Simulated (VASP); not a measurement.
Set up this calculation in VASP 6.6.1, as the native input.

- Task: single point
- Functional: LDA
- Potentials or basis: VASP PAW LDA potentials, release 64 (In_d, P)
- Cutoff: 520 eV
- k mesh: 8 × 8 × 8
- Occupations: gaussian, width 0.01 eV
- Spin: no spin polarisation
- Dipole correction: no
- Further INCAR settings: ALGO = Normal; EDIFF = 1e-06; NBANDS = 16

The structure of InP lies in POSCAR:

```
InP
1.0
    2.9282276557      2.9282276557      0.0000000000
   -2.9282276557      2.9282276557      0.0000000000
    0.0000000000      2.9282276557      2.8966203452
In P
1 1
Direct
    0.0000000000      0.0000000000      0.0000000000
    0.7500000000      0.2500000000      0.5000000000
```

This cell differs from its parent crystal: film at in-plane strain +0.005.

These files were run (other wordings do the same):

INCAR

```
ALGO = Normal
EDIFF = 1E-6
ENCUT = 520
GGA = CA
ISIF = 2
ISMEAR = 0
LASPH = True
LCHARG = False
LREAL = False
LWAVE = False
NBANDS = 16
NELM = 100
PREC = Accurate
SIGMA = 0.01
```

KPOINTS

```
k-points
0
Gamma
  8 8 8
```

Potentials or basis: VASP PAW LDA potentials, release 64 (In_d, P).

The run is started by

```console
$ cat potpaw_LDA.64/In_d/POTCAR potpaw_LDA.64/P/POTCAR > POTCAR
$ mpirun -np 1 vasp_std > vasp.out
```

It gave:

- Pressure: -0.3 GPa
- Band gap on the k mesh: 0.55 eV, direct

Caveat: the cell differs from its parent crystal (film at in-plane strain +0.005); spin-orbit coupling is left out, which moves the levels of the heavy elements.

It took 21 s on 1 thread of AMD EPYC 9R45 96-Core Processor (Zen 5) (shared host), peak memory 0.15 GiB.
